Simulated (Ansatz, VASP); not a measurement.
As: VASP beside Ansatz

```
CELL_PARAMETERS angstrom
-2.67205 2.67205 1.42126
2.67205 -2.67205 1.42126
2.67205 2.67205 -1.42126
ATOMIC_POSITIONS crystal
As 0.62500 0.87500 0.75000
As 0.37500 0.12500 0.25000
```

Alike in both runs: task single point; functional PBE; k mesh 17 × 17 × 17; occupations fermi-dirac, width 0.1 eV; no spin polarisation.

|  | VASP | Ansatz |
| --- | --- | --- |
| version | VASP 6.6.1 | Ansatz 0.2.0 |
| potentials or method | VASP PAW PBE potentials, release 64 (As), cutoff 520 eV | all-electron LAPW, scalar-relativistic |

```csv
,VASP,Ansatz,Ansatz less VASP
pressure (GPa),0.1,0.0,-0.11
```

Ansatz ran all-electron here, and VASP with PAW potentials.
